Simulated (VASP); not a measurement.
Input of a VASP 6.6.1 run:

INCAR

```
PREC = Accurate ; ENCUT = 600
EDIFF = 1E-6 ; ISMEAR = 1
SIGMA = 0.1 ; LREAL = False
LASPH = True ; NELM = 60
ALGO = Normal ; ISIF = 3
LWAVE = False ; LCHARG = False
GGA = CA ; IBRION = 2
NSW = 80 ; EDIFFG = -0.03
PSTRESS = 150.0
```

The input KPOINTS:

```
Automatic mesh
0
Gamma
  7 7 7
```

Contents of POSCAR:

```
Mo
1.0
    0.0000000000      2.7250000000      2.7250000000
    2.7250000000      0.0000000000      2.7250000000
    2.7250000000      2.7250000000      0.0000000000
Mo
2
Direct
    0.0000000000      0.0000000000      0.0000000000
    0.2500000000      0.2500000000      0.2500000000
```

Potentials or basis: VASP PAW LDA potentials, release 64 (Mo_sv).

The run is started by

```sh
$ cat potpaw_LDA.64/Mo_sv/POTCAR > POTCAR
$ mpirun -np 1 vasp_std > vasp.out
```

Q: What does it give for the relaxed cell?

A: a = 3.818 Å, b = 3.818 Å, c = 3.818 Å, α = 60.00°, β = 60.00°, γ = 60.00°.

Q: Predict the relaxed volume.

A: 19.68 Å³/atom.

Q: Predict the space group after relaxing (to 0.05 Å).

A: Fd-3m (No. 227).

Q: Estimate the band gap on the k mesh.

A: Zero (band 14 reaches 8.90 eV, above the bottom of band 15 at 8.47 eV).

Step by step:
```csv
step,energy change (eV),largest force (eV/Å),pressure (GPa),volume (Å³)
1,0.0000,0.0000,9.95,40.47
2,0.4249,0.0000,29.17,36.85
3,0.0850,0.0000,14.86,39.37
```

Caveat: the cell is relaxed towards a set pressure, so the enthalpy falls and the energy may rise.
